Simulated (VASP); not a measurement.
Wanted: the native input for a VASP 6.6.1 run.

| Quantity | Value |
| --- | --- |
| Task | single point |
| Functional | PBE |
| Potentials or basis | VASP PAW PBE potentials, release 64 (Mg, Zr_sv, Si, Cu) |
| Cutoff | 520 eV |
| k mesh | 6 × 6 × 10 |
| Occupations | gaussian, width 0.1 eV |
| Spin | no spin polarisation |
| Dipole correction | no |
| Further INCAR settings | ALGO = Fast; EDIFF = 1e-06; NBANDS = 36 |

The structure of Mg3Zr2CuSi3 lies in POSCAR:

```
Mg3Zr2CuSi3
1.0
    7.7038947395      0.0000000000      0.0000000000
   -3.8519473698      6.6717685525      0.0000000000
    0.0000000000      0.0000000000      3.1338435378
Mg Zr Si Cu
3 2 3 1
Direct
    0.2542161283      0.0000000000      0.0000000000
    0.7457838717      0.7457838717      0.0000000000
    0.0000000000      0.2542161283      0.0000000000
    0.6666666667      0.3333333333      0.0000000000
    0.3333333333      0.6666666667      0.0000000000
    0.6253971124      0.0000000000      0.5000000000
    0.0000000000      0.6253971124      0.5000000000
    0.3746028876      0.3746028876      0.5000000000
    0.0000000000      0.0000000000      0.5000000000
```

These files were run (other wordings do the same):

INCAR

```
SYSTEM = Mg3Zr2CuSi3
PREC     = Accurate       ! precision mode
ENCUT    = 520            ! plane-wave cutoff, eV
EDIFF    = 1E-6           ! SCF threshold, eV
ISMEAR   = 0              ! smearing method
SIGMA    = 0.1            ! smearing width, eV
LREAL    = .False.        ! projectors in reciprocal space
LASPH    = .True.         ! aspherical terms in the spheres
NELM     = 100            ! most SCF steps
ALGO     = Fast           ! electronic algorithm
ISIF     = 2              ! what is computed and relaxed
LWAVE    = .False.        ! write WAVECAR
LCHARG   = .False.        ! write CHGCAR
GGA      = PE             ! functional
NBANDS   = 36             ! bands
```

KPOINTS

```
regular mesh
0
Gamma
  6 6 10
  0 0 0
```

Potentials or basis: VASP PAW PBE potentials, release 64 (Mg, Zr_sv, Si, Cu).

Run with:

```console
$ cat potpaw_PBE.64/Mg/POTCAR potpaw_PBE.64/Zr_sv/POTCAR potpaw_PBE.64/Si/POTCAR potpaw_PBE.64/Cu/POTCAR > POTCAR
$ mpirun -np 1 vasp_std > vasp.out
```

Results of the run:

The pressure is 0.0 GPa and the band gap on the k mesh is zero (an odd number of electrons rules out a gap without spin polarisation).

It took 28 min on 1 thread of Intel Xeon 8259CL, on a shared host, peak memory 0.42 GiB.
